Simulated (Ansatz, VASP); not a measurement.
**BaTiO3 in VASP and in Ansatz**

```
CELL_PARAMETERS angstrom
2.90343 1.67630 2.38140
-2.90343 1.67630 2.38140
0.00000 -3.35260 2.38140
ATOMIC_POSITIONS crystal
Ba 0.00506 0.00506 0.00506
Ti 0.51762 0.51762 0.51762
O 0.48703 0.97436 0.48703
O 0.48703 0.48703 0.97436
O 0.97436 0.48703 0.48703
```

Change from the starting cell: equal strain along all axes, cell held, atoms relaxed: +1.5 %.

Alike in both runs: functional PBE; k mesh 6 × 6 × 6; occupations gaussian, width 0.02 eV; no spin polarisation; Hubbard terms Ti d U = 4.0 eV.

Ansatz relaxed the structure, and its values are those at the end. VASP's run is a single point on that final structure, the one shown.

|  | VASP | Ansatz |
| --- | --- | --- |
| version | VASP 6.6.1 | Ansatz 0.2.0 |
| potentials or method | VASP PAW PBE potentials, release 64 (Ba_sv, Ti_sv, O_h), cutoff 1340 eV | scalar-relativistic, plane waves, PAW |
| valence electrons in the cell | 40 | 40 |

|  | VASP | Ansatz | Ansatz less VASP |
| --- | --- | --- | --- |
| gap on the k mesh at the Fermi level (eV) | 2.91 | 2.91 | -0.004 |
| least direct gap on the mesh (eV) | 3.49 | 3.46 | -0.030 |
| pressure (GPa) | -0.9 | -3.8 | -2.91 |
| rms of the force components (eV/Å) | 0.272 | 0.000 | -0.2715 |

The programs project onto different local orbitals, so the same U acts differently, and such runs can settle in different states. Ansatz's warnings: stress scf threshold loose.

Spin-orbit coupling is off throughout.
